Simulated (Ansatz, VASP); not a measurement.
## Two plane-wave programs on ScNi3Ir

INCAR

```
  ALGO = Normal
  EDIFF = 1E-7
  EDIFFG = -0.04
  ENCUT = 600
  GGA = PE
  IBRION = 2
  ISIF = 3
  ISMEAR = 0
  LASPH = True
  LCHARG = False
  LREAL = False
  LWAVE = False
  NELM = 100
  NSW = 90
  PREC = Accurate
  SIGMA = 0.1
```

File KPOINTS:

```
k-points
0
Gamma
  4 4 4
```

The input POSCAR:

```
ScNi3Ir
1.0
    3.8859229150      0.0000000000      0.0000000000
    0.0000000000      3.8859229150      0.0000000000
    0.0000000000      0.0000000000      3.8859229150
Sc Ni Ir
1 3 1
Direct
    0.0000000000      0.0000000000      0.0000000000
    0.0000000000      0.5000000000      0.5000000000
    0.5000000000      0.0000000000      0.5000000000
    0.5000000000      0.5000000000      0.0000000000
    0.5000000000      0.5000000000      0.5000000000
```

Input for Ansatz:

```yaml
crystal:
  lattice:
    - [3.885922915, 0.0, 0.0]
    - [0.0, 3.885922915, 0.0]
    - [0.0, 0.0, 3.885922915]
  atoms:
    - { symbol: Sc, position: [0.0, 0.0, 0.0] }
    - { symbol: Ni, position: [0.0, 0.5, 0.5] }
    - { symbol: Ni, position: [0.5, 0.0, 0.5] }
    - { symbol: Ni, position: [0.5, 0.5, 0.0] }
    - { symbol: Ir, position: [0.5, 0.5, 0.5] }
basis:
  ecutwfc: 420
kpoints:
  mp_grid: { grid: [4, 4, 4] }
hamiltonian:
  xc: pbe
scf:
  occupations: { method: gaussian, width: 0.1 }
  lower_state_search: "off"
output:
  forces: true
  stress: true
  eigenvalues: true
relax:
  adjacent_minimum: "off"
  f_tol: 0.04
  max_steps: 70
  cell: { stress_tol: 0.4 }
```

Alike in both runs: task relaxation of cell and atoms; functional PBE; k mesh 4 × 4 × 4; occupations gaussian, width 0.1 eV; no spin polarisation.

|  | VASP | Ansatz |
| --- | --- | --- |
| version | VASP 6.6.1 | Ansatz 0.2.0 |
| potentials or method | VASP PAW PBE potentials, release 64 (Sc_sv, Ni, Ir), cutoff 600 eV | scalar-relativistic, plane waves, PAW |
| valence electrons in the cell | 50 | 82 |

Ansatz gave:

* gap on the k mesh at the Fermi level, each at its own relaxed structure (eV): none
* relaxed volume (Å³/atom): 18.28
* relaxed cell length with the largest relative difference (Å): 4.505

Estimate VASP's values.

gap on the k mesh at the Fermi level, each at its own relaxed structure (eV): none; relaxed volume (Å³/atom): 18.25; relaxed cell length with the largest relative difference (Å): 4.502.

A gap of «none» marks a metal or a gap that the smearing closes. VASP's potentials hold 50 valence electrons a cell and Ansatz's 82, so a difference there can come from the potentials and not from the codes.

The k mesh is coarse, so the values compare programs but aren't converged. Neither program's run includes spin-orbit coupling. Noted on VASP's run: the volume moved by over 15 % at a fixed basis, so the end points are rough.
